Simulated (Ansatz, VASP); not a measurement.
Ir: VASP beside Ansatz

```
Ir
1.0
    -1.52404    1.52404    1.52404
     1.52404   -1.52404    1.52404
     1.52404    1.52404   -1.52404
Ir
1
Cartesian
  0.0000 0.0000 0.0000
```

Change from the starting cell: volume scaled by 0.9405, PAW files.

Alike in both runs: task electric field gradients; functional PBE; k mesh 19 × 19 × 19; occupations fermi-dirac, width 0.08 eV; no spin polarisation.

|  | VASP | Ansatz |
| --- | --- | --- |
| version | VASP 6.6.1 | Ansatz 0.2.0 |
| potentials or method | VASP PAW PBE potentials, release 64 (Ir) | PAW with Ansatz's default frozen-core files, scalar-relativistic |
| plane-wave cutoff (eV) | 520 | 420 |
| valence electrons in the cell | 9 | 17 |

VASP gave:

| Quantity | Value |
| --- | --- |
| pressure (GPa) | 22.7 |

What did Ansatz give for the same quantities?

Pressure (GPa): 21.9.

VASP's potentials hold 9 valence electrons a cell and Ansatz's 17, so a difference there can come from the potentials and not from the codes.

Neither program's run includes spin-orbit coupling.
